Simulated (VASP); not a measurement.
A run of VASP 6.6.1 is set up as follows.

POSCAR

```
TiB2
1.0
    3.0647056700      0.0000000000      0.0000000000
   -1.5323528400      2.6541129700      0.0000000000
    0.0000000000      0.0000000000      3.2667747500
Ti B
1 2
Direct
    0.0000000000      0.0000000000      0.0000000000
    0.3333333300      0.6666666700      0.5000000000
    0.6666666700      0.3333333300      0.5000000000
```

The input INCAR.step1:

```
SYSTEM = TiB2
PREC = Accurate
ENCUT = 500
ISMEAR = -1
SIGMA = 0.1
LREAL = .False.
LASPH = .True.
NELM = 120
GGA = PE
ALGO = Normal
EDIFF = 1E-5
LWAVE = .True.
LCHARG = .False.
GGA_COMPAT = .False.
IBRION = 2
EDIFFG = -0.01
NELMIN = 4
NSW = 100
```

INCAR.step2

```
SYSTEM = TiB2
PREC = Accurate
ENCUT = 500
EDIFF = 1E-7
ISMEAR = -1
SIGMA = 0.1
LREAL = .False.
LASPH = .True.
NELM = 120
ALGO = Normal
ISIF = 2
LWAVE = .False.
LCHARG = .False.
METAGGA = R2SCAN
LMIXTAU = .True.
IBRION = 2
NSW = 50
EDIFFG = -0.01
ISTART = 1
GGA_COMPAT = .False.
NELMIN = 4
```

KPOINTS

```
regular mesh
0
Gamma
  13 13 10
  0 0 0
```

Potentials or basis: VASP PAW PBE potentials, release 64 (Ti_sv, B).

The run is started by

```bash
$ cat potpaw_PBE.64/Ti_sv/POTCAR potpaw_PBE.64/B/POTCAR > POTCAR
$ cp INCAR.step1 INCAR
$ mpirun -np 1 vasp_std > vasp.out
$ cp INCAR.step2 INCAR
$ mpirun -np 1 vasp_std > vasp.out
```

What does it give for the band gap on the k mesh?

Zero (bands 9 and 10 overlap by 0.52 eV).

Stress tensor (GPa, compression positive):
```
-9.63  0.00  0.00
 0.00 -9.63  0.00
 0.00  0.00 -7.49
```

Caveat: the relaxation stopped at its first step, so nothing moved; the PAW data sets were made with another functional, which shifts forces and pressure a little.
